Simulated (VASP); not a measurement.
# WC (Cmmm) in VASP: notebook

WC is run at these levels: PBE, LDA; tasks: single point.

Everything below comes from runs of VASP 6.6.1. Logs are shortened: lines on timing, memory, paths and dates and some standing lists are left out, and cuts for length are marked.

## (1) The cell of the first run

Symmetry: Cmmm, No. 65, orthorhombic system. The conventional cell has a = 2.946 Å, b = 5.312 Å, c = 3.015 Å, α = 90.00°, β = 90.00°, γ = 90.00°. W (site symmetry mmm) has 4 C at 2.11 Å within 2.8 Å. Within 2.8 Å of C (site symmetry mmm) lie 4 W at 2.11 Å.

## (2) Single point, PBE

Input file INCAR:

```
PREC = Accurate
ENCUT = 520
EDIFF = 1E-6
ISMEAR = -1
SIGMA = 0.05
LREAL = False
LASPH = True
NELM = 100
ALGO = Normal
ISIF = 2
LWAVE = False
LCHARG = False
GGA = PE
NBANDS = 16
```

Input file KPOINTS:

```
Automatic mesh
0
Gamma
  10 10 6
```

Input file POSCAR:

```
WC
1.0
    1.4729288301     -2.6560820795      0.0000000000
    1.4729288301      2.6560820795      0.0000000000
    0.0000000000      0.0000000000      3.0149258887
W C
1 1
Direct
    0.5000000000      0.5000000000      0.5000000000
    0.0000000000      0.0000000000      0.0000000000
```

Potentials or basis: VASP PAW PBE potentials, release 64 (W_sv, C).

Command:

```sh
$ cat potpaw_PBE.64/W_sv/POTCAR potpaw_PBE.64/C/POTCAR > POTCAR
$ mpirun -np 1 vasp_std > vasp.out
```

OUTCAR:

```text
PREC = Accurate
   ENCUT = 520
   EDIFF = 1E-6
   ISMEAR = -1
   LREAL = False
   LASPH = True
   NELM = 100
   ISIF = 2
   GGA = PE

 ion  position               nearest neighbor table
   1  0.500  0.500  0.500-   2 2.11   2 2.11   2 2.11   2 2.11
   2  0.000  0.000  0.000-   1 2.11   1 2.11   1 2.11   1 2.11

  LATTYP: Found a base centered orthorhombic cell.
 ALAT       =     2.9458576602
 B/A-ratio  =     1.8032657283
 C/A-ratio  =     1.0234458811

  Lattice vectors:

 A1 = (   1.4729288301,  -2.6560820795,   0.0000000000)
 A2 = (   1.4729288301,   2.6560820795,   0.0000000000)
 A3 = (   0.0000000000,   0.0000000000,   3.0149258887)

Analysis of symmetry for initial positions (statically):
=====================================================================
 Subroutine PRICEL returns:
 Original cell was already a primitive cell.

 Routine SETGRP: Setting up the symmetry group for a
 base centered orthorhombic supercell.

 Subroutine GETGRP returns: Found  8 space group operations
 (whereof  8 operations were pure point group operations)
 out of a pool of  8 trial point group operations.

The static configuration has the point symmetry D_2h.

Analysis of symmetry for dynamics (positions and initial velocities):
=====================================================================
 Subroutine PRICEL returns:
 Original cell was already a primitive cell.

 Routine SETGRP: Setting up the symmetry group for a
 base centered orthorhombic supercell.

 Subroutine GETGRP returns: Found  8 space group operations
 (whereof  8 operations were pure point group operations)
 out of a pool of  8 trial point group operations.

The dynamic configuration has the point symmetry D_2h.

 Subroutine INISYM returns: Found  8 space group operations
 (whereof  8 operations are pure point group operations),
 and found     1 'primitive' translations

----------------------------------------------------------------------------------------

                                     Primitive cell

  volume of cell :      23.5901

  direct lattice vectors                    reciprocal lattice vectors
     1.472928830 -2.656082079  0.000000000     0.339459714 -0.188247195  0.000000000
     1.472928830  2.656082079  0.000000000     0.339459714  0.188247195  0.000000000
     0.000000000  0.000000000  3.014925889     0.000000000  0.000000000  0.331683112

  length of vectors
     3.037151849  3.037151849  3.014925889     0.388162213  0.388162213  0.331683112

  position of ions in fractional coordinates (direct lattice)
     0.500000000  0.500000000  0.500000000
     0.000000000  0.000000000  0.000000000

  ion indices of the primitive-cell ions
   primitive index   ion index
                 1           1
                 2           2

----------------------------------------------------------------------------------------

 KPOINTS: Automatic mesh

Automatic generation of k-mesh.
 Grid dimensions read from file:
 generate k-points for:   10   10    6

 Generating k-lattice:

  Cartesian coordinates                     Fractional coordinates (reciprocal lattice)
     0.033945971 -0.018824719  0.000000000     0.100000000  0.000000000  0.000000000
     0.033945971  0.018824719  0.000000000     0.000000000  0.100000000  0.000000000
     0.000000000  0.000000000  0.055280519     0.000000000  0.000000000  0.166666667

  Length of vectors
     0.038816221  0.038816221  0.055280519

  Shift w.r.t. Gamma in fractional coordinates (k-lattice)
     0.000000000  0.000000000  0.000000000

 Subroutine IBZKPT returns following result:
 ===========================================

 Found    124 irreducible k-points:

 Following reciprocal coordinates:
            Coordinates               Weight
  0.000000  0.000000  0.000000      1.000000
  0.100000 -0.000000  0.000000      4.000000
  0.200000 -0.000000  0.000000      4.000000
  0.300000  0.000000  0.000000      4.000000
  0.400000  0.000000  0.000000      4.000000
  0.500000  0.000000  0.000000      2.000000
[... 16 lines left out ...]
  0.300000  0.300000  0.000000      2.000000
  0.400000  0.300000  0.000000      4.000000
 [... further k-points ...]
   k-points           NKPTS =    124   k-points in BZ     NKDIM =    124   number of bands    NBANDS=     16
   number of dos      NEDOS =    301   number of ions     NIONS =      2
   total plane-waves  NPLWV =  13824
   dimension x,y,z NGX =    24 NGY =   24 NGZ =   24
   dimension x,y,z NGXF=    48 NGYF=   48 NGZF=   48
   ions per type =               1   1
   NGX,Y,Z   is equivalent  to a cutoff of  13.14, 13.14, 13.23 a.u.
   NGXF,Y,Z  is equivalent  to a cutoff of  26.27, 26.27, 26.47 a.u.
 SYSTEM =  unknown system
   PREC   = accura    normal or accurate (medium, high low for compatibility)
   ISTART =      0    job   : 0-new  1-cont  2-samecut
   ICHARG =      2    charge: 1-file 2-atom 10-const
   ISPIN  =      1    spin polarized calculation?
   LNONCOLLINEAR =      F non collinear calculations
   LSORBIT =      F    spin-orbit coupling
   LASPH  =      T    aspherical Exc in radial PAW
   ENCUT  =  520.0 eV  38.22 Ry    6.18 a.u.   5.65  5.65  5.61*2*pi/ulx,y,z
   NELM   =    100;   NELMIN=  2; NELMDL= -5     # of ELM steps
   EDIFF  = 0.1E-05   stopping-criterion for ELM
   LREAL  =      F    real-space projection
   EDIFFG = 0.1E-04   stopping-criterion for IOM
   NSW    =      0    number of steps for IOM
   IBRION =     -1    ionic relax: 0-MD 1-quasi-New 2-CG
   NFREE  =      0    steps in history (QN), initial steepest desc. (CG)
   ISIF   =      2    stress and relaxation
   ISYM   =      2    0-nonsym 1-usesym 2-fastsym
   POTIM  = 0.5000    time-step for ionic-motion
   TEBEG  =    0.0;   TEEND  =   0.0 temperature during run
   PSTRESS=    0.0 pullay stress
   NELECT =      18.0000    total number of electrons
   NUPDOWN=      -1.0000    fix difference up-down
   EMIN   =  10.00;   EMAX   =-10.00  energy-range for DOS
   EFERMI =   0.00;   METHOD = LEGACY
   ISMEAR =    -1;   SIGMA  =   0.05  broadening in eV -4-tet -1-fermi 0-gaus
   EFERMI_NEDOS =   21; number of points for ismear=-14 and -15
   IALGO  =     38    algorithm
   IMIX   =      4    mixing-type and parameters
     AMIX     =   0.40;   BMIX     =  1.00
     AMIX_MAG =   1.60;   BMIX_MAG =  1.00
  volume/ion in A,a.u.               =      11.80        79.60
  Fermi-wavevector in a.u.,A,eV,Ry     =   1.495968  2.826970 30.448763  2.237921
  Thomas-Fermi vector in A             =   2.608045
   LORBIT       =      0    0 simple, 1 ext, 2 COOP (PROOUT), +10 PAW based schemes
   GGA     = PE    functional components
   LHFCALC =     F    Hartree Fock is set to
   AEXX    =    0.0000 exact exchange contribution
   IVDW    =     0    specifies the selected vdW correction
   LEPSILON=     F    determine dielectric tensor
   LRPA    =     F    only Hartree local field effects (RPA)
 non-spin polarized calculation
  energy-cutoff  :      520.00
  volume of cell :       23.59
 maximum number of plane-waves:       648
   NGX = 11   NGY = 11   NGZ = 11

 number of electron      18.0000000 magnetization

 Free energy of the ion-electron system (eV)
  ---------------------------------------------------
  ext. energy  EPLUGINS =         0.00000000
  ---------------------------------------------------
  free energy    TOTEN  =       -20.65908899 eV

  energy without entropy =      -20.64782891  energy(sigma->0) =      -20.65345895

 E-fermi :   9.9719     XC(G=0): -13.0214

 val. band max:        9.9656674282   @ k =   0.1000   0.1000   0.0000
 cond. band min:       9.9751669428   @ k =   0.5000   0.3000   0.0000
 fundamental gap:      0.0094995146
 Fermi energy:         9.9719411160

 k-point     1 :       0.0000    0.0000    0.0000
  band No.  band energies     occupation
      1     -64.5718      2.00000
      2     -28.7332      2.00000
      3     -28.6037      2.00000
      4     -28.4443      2.00000
      5      -4.4233      2.00000
      6       5.3724      2.00000
[... 8 lines left out ...]
     15      24.2718      0.00000
     16      25.9155      0.00000

 k-point     2 :       0.1000   -0.0000    0.0000
  band No.  band energies     occupation
      1     -64.5679      2.00000
      2     -28.7240      2.00000
      3     -28.6615      2.00000
      4     -28.4619      2.00000
      5      -4.1655      2.00000
      6       5.4491      2.00000
[... 8 lines left out ...]
     15      23.5494      0.00000
     16      26.0341      0.00000

 k-point     3 :       0.2000   -0.0000    0.0000
  band No.  band energies     occupation
      1     -64.5578      2.00000
      2     -28.8164      2.00000
      3     -28.6998      2.00000
      4     -28.5020      2.00000
      5      -3.4319      2.00000
      6       5.3861      2.00000
[... 8 lines left out ...]
     15      21.8547      0.00000
     16      25.9805      0.00000

 k-point     4 :       0.3000    0.0000    0.0000
  band No.  band energies     occupation
      1     -64.5454      2.00000
      2     -29.0066      2.00000
      3     -28.6697      2.00000
      4     -28.5471      2.00000
      5      -2.3261      2.00000
      6       4.3115      2.00000
[... 8 lines left out ...]
     15      21.5294      0.00000
     16      25.2951      0.00000

 k-point     5 :       0.4000    0.0000    0.0000
  band No.  band energies     occupation
      1     -64.5353      2.00000
      2     -29.1575      2.00000
      3     -28.6452      2.00000
      4     -28.5822      2.00000
      5      -1.0083      2.00000
      6       2.7595      2.00000
[... 8 lines left out ...]
     15      20.8795      0.00000
     16      24.4196      0.00000

 k-point     6 :       0.5000    0.0000    0.0000
  band No.  band energies     occupation
      1     -64.5315      2.00000
      2     -29.2144      2.00000
      3     -28.6358      2.00000
      4     -28.5955      2.00000
      5      -0.0778      2.00000
      6       1.7456      2.00000
[... 8 lines left out ...]
     15      21.2179      0.00000
     16      23.8959      0.00000

 k-point     7 :       0.1000    0.1000    0.0000
  band No.  band energies     occupation
      1     -64.5602      2.00000
      2     -28.7985      2.00000
      3     -28.7043      2.00000
      4     -28.4737      2.00000
      5      -3.5816      2.00000
      6       5.3290      2.00000
[... 8 lines left out ...]
     15      22.5862      0.00000
     16      26.2160      0.00000

 k-point     8 :       0.2000    0.1000    0.0000
  band No.  band energies     occupation
      1     -64.5486      2.00000
      2     -28.9752      2.00000
      3     -28.6759      2.00000
      4     -28.5161      2.00000
      5      -2.6013      2.00000
      6       4.6326      2.00000
[... 8 lines left out ...]
     15      21.6122      0.00000
     16      25.4804      0.00000

 k-point     9 :       0.3000    0.1000    0.0000
  band No.  band energies     occupation
      1     -64.5377      2.00000
      2     -29.1276      2.00000
      3     -28.6497      2.00000
      4     -28.5683      2.00000
      5      -1.3616      2.00000
      6       3.3020      2.00000
[... 8 lines left out ...]
     15      21.2837      0.00000
     16      24.5647      0.00000
[... 172 lines left out ...]
 k-point    19 :       0.5000    0.2000    0.0000
  band No.  band energies     occupation
      1     -64.5349      2.00000
      2     -29.0502      2.00000
      3     -28.7073      2.00000
      4     -28.6496      2.00000
      5      -1.3552      2.00000
      6       3.4659      2.00000
[... 8 lines left out ...]
     15      21.8853      0.00000
     16      24.6978      0.00000

 k-point    20 :      -0.4000    0.2000    0.0000
  band No.  band energies     occupation
      1     -64.5441      2.00000
      2     -28.8994      2.00000
      3     -28.6870      2.00000
      4     -28.6737      2.00000
      5      -2.4966      2.00000
      6       4.3788      2.00000
[... 8 lines left out ...]
     15      20.9578      0.00000
     16      26.5596      0.00000

 k-point    21 :      -0.3000    0.2000    0.0000
  band No.  band energies     occupation
      1     -64.5542      2.00000
      2     -28.7478      2.00000
      3     -28.6980      2.00000
      4     -28.6467      2.00000
      5      -3.3749      2.00000
      6       5.1461      2.00000
[... 8 lines left out ...]
     15      21.7718      0.00000
     16      27.1592      0.00000

 k-point    22 :      -0.2000    0.2000    0.0000
  band No.  band energies     occupation
      1     -64.5613      2.00000
      2     -28.7134      2.00000
      3     -28.6400      2.00000
      4     -28.6167      2.00000
      5      -3.8535      2.00000
      6       5.7428      2.00000
[... 8 lines left out ...]
     15      22.2650      0.00000
     16      26.8608      0.00000

 k-point    23 :       0.3000    0.3000    0.0000
  band No.  band energies     occupation
      1     -64.5292      2.00000
      2     -29.1416      2.00000
      3     -28.7202      2.00000
      4     -28.6334      2.00000
      5      -0.1919      2.00000
      6       2.5119      2.00000
[... 8 lines left out ...]
     15      21.9099      0.00000
     16      23.0772      0.00000

 k-point    24 :       0.4000    0.3000    0.0000
  band No.  band energies     occupation
      1     -64.5317      2.00000
      2     -29.0339      2.00000
      3     -28.7872      2.00000
      4     -28.6434      2.00000
      5      -1.0448      2.00000
      6       3.6249      2.00000
[... 8 lines left out ...]
     15      22.1428      0.00000
     16      24.0262      0.00000

 [... further k-points ...]
[... 5 lines left out ...]
  --------------------------------------------------------------------------------------
  -------------------------------------------------------------------------------------
  Total        0.1175342      0.0310318      0.1191727     -0.0000000      0.0000000      0.0000000
  in kB        7.9826115      2.1075985      8.0938960     -0.0000000      0.0000000      0.0000000
  external PRESSURE =       6.0613686 kB  Pullay stress =       0.0000000 kB

 VOLUME and BASIS-vectors are now :
 -----------------------------------------------------------------------------
  energy-cutoff  :      520.00
  volume of cell :       23.59
      direct lattice vectors                 reciprocal lattice vectors
     1.472928830 -2.656082079  0.000000000     0.339459714 -0.188247195  0.000000000
     1.472928830  2.656082079  0.000000000     0.339459714  0.188247195  0.000000000
     0.000000000  0.000000000  3.014925889     0.000000000  0.000000000  0.331683112

 POSITION                                       TOTAL-FORCE (eV/Angst)
 -----------------------------------------------------------------------------------
      1.47293      0.00000      1.50746         0.000000     -0.000000      0.000000
      0.00000      0.00000      0.00000        -0.000000      0.000000      0.000000
 -----------------------------------------------------------------------------------
    total drift:                                0.000000     -0.000000     -0.000000

  FREE ENERGIE OF THE ION-ELECTRON SYSTEM (eV)
  ---------------------------------------------------
  free  energy   TOTEN  =       -20.6590889915 eV

  energy  without entropy=      -20.6478289058  energy(sigma->0) =      -20.65345895
```

Wall time 21 s (1 thread of Intel Xeon Platinum 8488C (Sapphire Rapids), shared host); peak memory 0.17 GiB.

Results:

| Item | Value |
| --- | --- |
| Free energy | -20.6591 eV |
| Pressure | 0.6 GPa |
| Band gap on the k mesh | zero (band 9 reaches 12.22 eV, above the bottom of band 10 at 9.18 eV) |

Caveat: spin-orbit coupling is left out, which moves the levels of the heavy elements.

[end of part 1 of 2]
